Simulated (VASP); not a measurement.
# Si2Mo (I4/mmm) in VASP: notebook

Si2Mo is run at these levels: PBE+D3(BJ), LDA, r2SCAN+D3(BJ); tasks: single point.

All numbers are computed with VASP 6.6.1; they aren't measurements. Logs are shortened: lines on timing, memory, paths and dates and some standing lists are left out, and cuts for length are marked.

**1. The cell of the first run**

Symmetry: I4/mmm, No. 139, tetragonal system. Conventional cell: a = 3.178 Å, b = 3.178 Å, c = 7.797 Å, α = 90.00°, β = 90.00°, γ = 90.00°. Within 3.4 Å of Mo (site symmetry 4/mmm) lie 10 Si at 2.59 to 2.61 Å and 4 Mo at 3.18 Å. Si (site symmetry 4mm) has 9 Si at 2.58 to 3.18 Å and 5 Mo at 2.59 to 2.61 Å within 3.4 Å.

**2. Single point, PBE+D3(BJ)**

Input file INCAR:

```
PREC     = Accurate       # precision mode
ENCUT    = 520            # plane-wave cutoff, eV
EDIFF    = 1E-7           # SCF threshold, eV
ISMEAR   = -1             # smearing method
SIGMA    = 0.05           # smearing width, eV
LREAL    = F              # projectors in reciprocal space
LASPH    = T              # aspherical terms in the spheres
NELM     = 60             # most SCF steps
ALGO     = Normal         # electronic algorithm
ISIF     = 2              # what is computed and relaxed
LWAVE    = F              # write WAVECAR
LCHARG   = F              # write CHGCAR
GGA      = PE             # functional
IVDW     = 12             # dispersion correction
NBANDS   = 18             # bands
```

Input file KPOINTS:

```
regular mesh
0
Gamma
  12 12 12
```

Input file POSCAR:

```
Si2Mo
1.0
   -1.5891757002      1.5891757002      3.8984137936
    1.5891757002     -1.5891757002      3.8984137936
    1.5891757002      1.5891757002     -3.8984137936
Mo Si
1 2
Direct
    0.0000000000      0.0000000000      0.0000000000
    0.6654325969      0.6654325969      0.0000000000
    0.3345674031      0.3345674031      0.0000000000
```

Potentials or basis: VASP PAW PBE potentials, release 64 (Mo_sv, Si).

Started as:

```bash
$ cat potpaw_PBE.64/Mo_sv/POTCAR potpaw_PBE.64/Si/POTCAR > POTCAR
$ mpirun -np 1 vasp_std > vasp.out
```

OUTCAR:

```text
PREC = Accurate
   ENCUT = 520
   EDIFF = 1E-7
   ISMEAR = -1
   LREAL = F
   LASPH = T
   NELM = 60
   ISIF = 2
   GGA = PE
   IVDW = 12
 IVDW          = 12

 ion  position               nearest neighbor table
   1  0.000  0.000  0.000-   3 2.59   2 2.59   2 2.59   2 2.59   2 2.59   3 2.59   3 2.59   3 2.59
                             2 2.61   3 2.61
   2  0.665  0.665  0.000-   3 2.58   1 2.59   1 2.59   1 2.59   1 2.59   3 2.61   3 2.61   3 2.61
                             3 2.61   1 2.61
   3  0.335  0.335  0.000-   2 2.58   1 2.59   1 2.59   1 2.59   1 2.59   2 2.61   2 2.61   2 2.61
                             2 2.61   1 2.61

  LATTYP: Found a body centered tetragonal cell.
 ALAT       =     3.1783514004
 C/A-ratio  =     2.4531043315

  Lattice vectors:

 A1 = (  -1.5891757002,   1.5891757002,   3.8984137936)
 A2 = (   1.5891757002,  -1.5891757002,   3.8984137936)
 A3 = (   1.5891757002,   1.5891757002,  -3.8984137936)

Analysis of symmetry for initial positions (statically):
=====================================================================
 Subroutine PRICEL returns:
 Original cell was already a primitive cell.

 Routine SETGRP: Setting up the symmetry group for a
 body centered tetragonal supercell.

 Subroutine GETGRP returns: Found 16 space group operations
 (whereof 16 operations were pure point group operations)
 out of a pool of 16 trial point group operations.

The static configuration has the point symmetry D_4h.

Analysis of symmetry for dynamics (positions and initial velocities):
=====================================================================
 Subroutine PRICEL returns:
 Original cell was already a primitive cell.

 Routine SETGRP: Setting up the symmetry group for a
 body centered tetragonal supercell.

 Subroutine GETGRP returns: Found 16 space group operations
 (whereof 16 operations were pure point group operations)
 out of a pool of 16 trial point group operations.

The dynamic configuration has the point symmetry D_4h.

 Subroutine INISYM returns: Found 16 space group operations
 (whereof 16 operations are pure point group operations),
 and found     1 'primitive' translations

----------------------------------------------------------------------------------------

                                     Primitive cell

  volume of cell :      39.3815

  direct lattice vectors                    reciprocal lattice vectors
    -1.589175700  1.589175700  3.898413794     0.000000000  0.314628521  0.128257293
     1.589175700 -1.589175700  3.898413794     0.314628521  0.000000000  0.128257293
     1.589175700  1.589175700 -3.898413794     0.314628521  0.314628521  0.000000000

  length of vectors
     4.499843210  4.499843210  4.499843210     0.339766154  0.339766154  0.444951921

  position of ions in fractional coordinates (direct lattice)
     0.000000000  0.000000000  0.000000000
     0.665432597  0.665432597  0.000000000
     0.334567403  0.334567403  0.000000000

  ion indices of the primitive-cell ions
   primitive index   ion index
                 1           1
                 2           2
                 3           3

----------------------------------------------------------------------------------------

 KPOINTS: regular mesh

Automatic generation of k-mesh.
 Grid dimensions read from file:
 generate k-points for:   12   12   12

 Generating k-lattice:

  Cartesian coordinates                     Fractional coordinates (reciprocal lattice)
     0.000000000  0.026219043  0.010688108     0.083333333  0.000000000  0.000000000
     0.026219043  0.000000000  0.010688108     0.000000000  0.083333333  0.000000000
     0.026219043  0.026219043  0.000000000     0.000000000  0.000000000  0.083333333

  Length of vectors
     0.028313846  0.028313846  0.037079327

  Shift w.r.t. Gamma in fractional coordinates (k-lattice)
     0.000000000  0.000000000  0.000000000

 Subroutine IBZKPT returns following result:
 ===========================================

 Found    163 irreducible k-points:

 Following reciprocal coordinates:
            Coordinates               Weight
  0.000000  0.000000  0.000000      1.000000
  0.083333  0.000000  0.000000      8.000000
  0.166667  0.000000 -0.000000      8.000000
  0.250000  0.000000  0.000000      8.000000
  0.333333  0.000000 -0.000000      8.000000
  0.416667  0.000000  0.000000      8.000000
[... 16 lines left out ...]
  0.500000  0.166667 -0.000000     16.000000
 -0.416667  0.166667 -0.000000     16.000000
 [... further k-points ...]
   k-points           NKPTS =    163   k-points in BZ     NKDIM =    163   number of bands    NBANDS=     18
   number of dos      NEDOS =    301   number of ions     NIONS =      3
   total plane-waves  NPLWV =  46656
   dimension x,y,z NGX =    36 NGY =   36 NGZ =   36
   dimension x,y,z NGXF=    72 NGYF=   72 NGZF=   72
   ions per type =               1   2
   NGX,Y,Z   is equivalent  to a cutoff of  13.30, 13.30, 13.30 a.u.
   NGXF,Y,Z  is equivalent  to a cutoff of  26.60, 26.60, 26.60 a.u.
 SYSTEM =  unknown system
   PREC   = accura    normal or accurate (medium, high low for compatibility)
   ISTART =      0    job   : 0-new  1-cont  2-samecut
   ICHARG =      2    charge: 1-file 2-atom 10-const
   ISPIN  =      1    spin polarized calculation?
   LNONCOLLINEAR =      F non collinear calculations
   LSORBIT =      F    spin-orbit coupling
   LASPH  =      T    aspherical Exc in radial PAW
   ENCUT  =  520.0 eV  38.22 Ry    6.18 a.u.   8.37  8.37  8.37*2*pi/ulx,y,z
   NELM   =     60;   NELMIN=  2; NELMDL= -5     # of ELM steps
   EDIFF  = 0.1E-06   stopping-criterion for ELM
   LREAL  =      F    real-space projection
   EDIFFG = 0.1E-05   stopping-criterion for IOM
   NSW    =      0    number of steps for IOM
   IBRION =     -1    ionic relax: 0-MD 1-quasi-New 2-CG
   NFREE  =      0    steps in history (QN), initial steepest desc. (CG)
   ISIF   =      2    stress and relaxation
   ISYM   =      2    0-nonsym 1-usesym 2-fastsym
   POTIM  = 0.5000    time-step for ionic-motion
   TEBEG  =    0.0;   TEEND  =   0.0 temperature during run
   PSTRESS=    0.0 pullay stress
   NELECT =      22.0000    total number of electrons
   NUPDOWN=      -1.0000    fix difference up-down
   EMIN   =  10.00;   EMAX   =-10.00  energy-range for DOS
   EFERMI =   0.00;   METHOD = LEGACY
   ISMEAR =    -1;   SIGMA  =   0.05  broadening in eV -4-tet -1-fermi 0-gaus
   EFERMI_NEDOS =   21; number of points for ismear=-14 and -15
   IALGO  =     38    algorithm
   IMIX   =      4    mixing-type and parameters
     AMIX     =   0.40;   BMIX     =  1.00
     AMIX_MAG =   1.60;   BMIX_MAG =  1.00
  volume/ion in A,a.u.               =      13.13        88.59
  Fermi-wavevector in a.u.,A,eV,Ry     =   1.348296  2.547909 24.734047  1.817901
  Thomas-Fermi vector in A             =   2.475976
   LORBIT       =      0    0 simple, 1 ext, 2 COOP (PROOUT), +10 PAW based schemes
   GGA     = PE    functional components
   LHFCALC =     F    Hartree Fock is set to
   AEXX    =    0.0000 exact exchange contribution
   IVDW    =    12    specifies the selected vdW correction
   LEPSILON=     F    determine dielectric tensor
   LRPA    =     F    only Hartree local field effects (RPA)
 non-spin polarized calculation
  energy-cutoff  :      520.00
  volume of cell :       39.38
 maximum number of plane-waves:      1080
 NGX is ok and might be reduce to    36
   NGX = 17   NGY = 17   NGZ = 17

 number of electron      22.0000000 magnetization

 Free energy of the ion-electron system (eV)
  ---------------------------------------------------
  ext. energy  EPLUGINS =         0.00000000
  ---------------------------------------------------
  free energy    TOTEN  =       -23.22986736 eV

  energy without entropy =      -23.22749813  energy(sigma->0) =      -23.22868274

 E-fermi :  12.5809     XC(G=0): -12.5305

 val. band max:       12.5303853786   @ k =  -0.4167   0.5000   0.3333
 cond. band min:      12.5946876501   @ k =   0.0833   0.0000   0.0000
 fundamental gap:      0.0643022716
 Fermi energy:        12.5808763828

 k-point     1 :       0.0000    0.0000    0.0000
  band No.  band energies     occupation
      1     -48.1080      2.00000
      2     -22.2773      2.00000
      3     -22.1850      2.00000
      4     -22.1850      2.00000
      5      -1.0106      2.00000
      6       6.0727      2.00000
[... 10 lines left out ...]
     17      17.8091      0.00000
     18      17.8091      0.00000

 k-point     2 :       0.0833    0.0000    0.0000
  band No.  band energies     occupation
      1     -48.1066      2.00000
      2     -22.2758      2.00000
      3     -22.2040      2.00000
      4     -22.1833      2.00000
      5      -0.8817      2.00000
      6       6.0853      2.00000
[... 10 lines left out ...]
     17      17.9115      0.00000
     18      18.5480      0.00000

 k-point     3 :       0.1667    0.0000   -0.0000
  band No.  band energies     occupation
      1     -48.1029      2.00000
      2     -22.2721      2.00000
      3     -22.2555      2.00000
      4     -22.1784      2.00000
      5      -0.5021      2.00000
      6       6.0592      2.00000
[... 10 lines left out ...]
     17      18.5639      0.00000
     18      19.9962      0.00000

 k-point     4 :       0.2500    0.0000    0.0000
  band No.  band energies     occupation
      1     -48.0978      2.00000
      2     -22.3257      2.00000
      3     -22.2664      2.00000
      4     -22.1718      2.00000
      5       0.1080      2.00000
      6       5.7480      2.00000
[... 10 lines left out ...]
     17      19.6145      0.00000
     18      21.6457      0.00000

 k-point     5 :       0.3333    0.0000   -0.0000
  band No.  band energies     occupation
      1     -48.0926      2.00000
      2     -22.3947      2.00000
      3     -22.2611      2.00000
      4     -22.1652      2.00000
      5       0.9161      2.00000
      6       4.9935      2.00000
[... 10 lines left out ...]
     17      19.7120      0.00000
     18      21.9043      0.00000

 k-point     6 :       0.4167    0.0000    0.0000
  band No.  band energies     occupation
      1     -48.0889      2.00000
      2     -22.4447      2.00000
      3     -22.2571      2.00000
      4     -22.1604      2.00000
      5       1.8772      2.00000
      6       4.0056      2.00000
[... 10 lines left out ...]
     17      19.2429      0.00000
     18      20.5323      0.00000

 k-point     7 :       0.5000    0.0000    0.0000
  band No.  band energies     occupation
      1     -48.0875      2.00000
      2     -22.4629      2.00000
      3     -22.2556      2.00000
      4     -22.1586      2.00000
      5       2.8729      2.00000
      6       2.9952      2.00000
[... 10 lines left out ...]
     17      19.0672      0.00000
     18      19.7816      0.00000

 k-point     8 :       0.0833    0.0833    0.0000
  band No.  band energies     occupation
      1     -48.1052      2.00000
      2     -22.2752      2.00000
      3     -22.2036      2.00000
      4     -22.2009      2.00000
      5      -0.7175      2.00000
      6       5.9315      2.00000
[... 10 lines left out ...]
     17      18.5440      0.00000
     18      18.7316      0.00000
[... 229 lines left out ...]
     17      19.5084      0.00000
     18      20.5686      0.00000

 k-point    20 :       0.2500    0.1667   -0.0000
  band No.  band energies     occupation
      1     -48.0927      2.00000
      2     -22.3174      2.00000
      3     -22.2629      2.00000
      4     -22.2400      2.00000
      5       0.7451      2.00000
      6       5.2698      2.00000
[... 10 lines left out ...]
     17      19.5987      0.00000
     18      21.3054      0.00000

 k-point    21 :       0.3333    0.1667    0.0000
  band No.  band energies     occupation
      1     -48.0876      2.00000
      2     -22.3850      2.00000
      3     -22.2566      2.00000
      4     -22.2324      2.00000
      5       1.5423      2.00000
      6       4.7827      2.00000
[... 10 lines left out ...]
     17      20.2426      0.00000
     18      21.2488      0.00000

 k-point    22 :       0.4167    0.1667    0.0000
  band No.  band energies     occupation
      1     -48.0839      2.00000
      2     -22.4341      2.00000
      3     -22.2511      2.00000
      4     -22.2268      2.00000
      5       2.4610      2.00000
      6       3.9697      2.00000
[... 10 lines left out ...]
     17      20.1392      0.00000
     18      21.6319      0.00000

 k-point    23 :       0.5000    0.1667   -0.0000
  band No.  band energies     occupation
      1     -48.0826      2.00000
      2     -22.4519      2.00000
      3     -22.2481      2.00000
      4     -22.2247      2.00000
      5       2.9578      2.00000
      6       3.4784      2.00000
[... 10 lines left out ...]
     17      20.2796      0.00000
     18      21.4915      0.00000

 k-point    24 :      -0.4167    0.1667   -0.0000
  band No.  band energies     occupation
      1     -48.0840      2.00000
      2     -22.4339      2.00000
      3     -22.2483      2.00000
      4     -22.2266      2.00000
      5       1.9756      2.00000
      6       4.5120      2.00000
[... 10 lines left out ...]
     17      20.0330      0.00000
     18      20.9558      0.00000

 [... further k-points ...]

------------------------ aborting loop because EDIFF is reached ----------------------------------------

 Edisp (eV)   -1.76799

 E8    (eV) :    -0.7689

  FORCE on cell =-STRESS in cart. coord.  units (eV):
  Direction    XX          YY          ZZ          XY          YZ          ZX
  --------------------------------------------------------------------------------------
  -------------------------------------------------------------------------------------
  Total       0.04660     0.04660     0.03497     0.00000     0.00000     0.00000
  in kB       1.89592     1.89592     1.42261     0.00000     0.00000     0.00000
  external pressure =        1.74 kB  Pullay stress =        0.00 kB

 VOLUME and BASIS-vectors are now :
 -----------------------------------------------------------------------------
  energy-cutoff  :      520.00
  volume of cell :       39.38
      direct lattice vectors                 reciprocal lattice vectors
    -1.589175700  1.589175700  3.898413794     0.000000000  0.314628521  0.128257293
     1.589175700 -1.589175700  3.898413794     0.314628521  0.000000000  0.128257293
     1.589175700  1.589175700 -3.898413794     0.314628521  0.314628521  0.000000000

 POSITION                                       TOTAL-FORCE (eV/Angst)
 -----------------------------------------------------------------------------------
      0.00000      0.00000      0.00000        -0.000000     -0.000000     -0.000000
      0.00000      0.00000      5.18826        -0.000000     -0.000000      0.000963
      0.00000      0.00000      2.60856         0.000000      0.000000     -0.000963
 -----------------------------------------------------------------------------------
    total drift:                               -0.000000     -0.000000     -0.000000

  FREE ENERGIE OF THE ION-ELECTRON SYSTEM (eV)
  ---------------------------------------------------
  free  energy   TOTEN  =       -24.9978584175 eV

  energy  without entropy=      -24.9954891817  energy(sigma->0) =      -24.99667380
```

Wall time 59 s (1 thread of Intel Xeon 6975P-C (Granite Rapids), shared host); peak memory 0.28 GiB.

What came out:

```yaml
Free_energy: -24.9979 eV
Pressure: 0.2 GPa
Band_gap_on_the_k_mesh: zero (band 11 reaches 13.08 eV, above the bottom of band 12 at 12.10 eV)
Dispersion_energy_per_atom: -0.589 eV
```

Levels at points of the mesh, in eV from the Fermi level:
```csv
k point,band 7,band 8,band 9,band 10,band 11,band 12,band 13,band 14,band 15,band 16
"(0.00, 0.00, 0.00)",-3.40,-3.14,-2.68,-2.68,0.40,3.11,3.28,3.62,3.62,4.19
"(0.50, 0.00, 0.00)",-5.03,-4.55,-2.65,-2.62,-0.53,2.35,3.13,4.23,4.27,5.54
"(0.50, 0.50, 0.00)",-5.74,-5.20,-4.52,-3.14,-1.19,2.40,2.83,3.19,3.39,4.80
"(0.50, 0.50, 0.50)",-3.63,-2.26,-0.59,-0.59,-0.48,-0.48,0.54,4.79,5.39,6.02
```

Caveat: pairwise dispersion overbinds metals, which lowers pressure and volume.

[end of part 1 of 3]
